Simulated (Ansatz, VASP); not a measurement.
**CaC2: VASP beside Ansatz**

```xyz
3
Lattice="1.8851 1.0884 3.8525 -1.8851 1.0884 3.8525 0.0000 -2.1768 3.8525" Properties=species:S:1:pos:R:3 pbc="T T T"
Ca    0.0000    0.0000    0.0000
C     0.0000    0.0000    6.4014
C     0.0000    0.0000    5.1562
```

Alike in both runs: functional LDA; k mesh 9 × 9 × 9; occupations gaussian, width 0.02 eV; no spin polarisation.

Ansatz relaxed the structure, and its values are those at the end. VASP's run is a single point on that final structure, the one shown.

|  | VASP | Ansatz |
| --- | --- | --- |
| version | VASP 6.6.1 | Ansatz 0.2.0 |
| potentials or method | VASP PAW LDA potentials, release 64 (Ca_sv, C_h), cutoff 910 eV | scalar-relativistic, plane waves, PAW |
| valence electrons in the cell | 18 | 18 |

VASP gave:

- gap on the k mesh at the Fermi level (eV): 2.52
- least direct gap on the mesh (eV): 3.79
- rms of the force components (eV/Å): 0.016

Which values does Ansatz return?

gap on the k mesh at the Fermi level (eV): 2.53; least direct gap on the mesh (eV): 3.80; rms of the force components (eV/Å): 0.000.

LDA's correlation is that of Perdew and Zunger in VASP and of Perdew and Wang (1992) in Ansatz.

Noted on VASP's run: the cutoff is short for stress, so the pressure is rough.
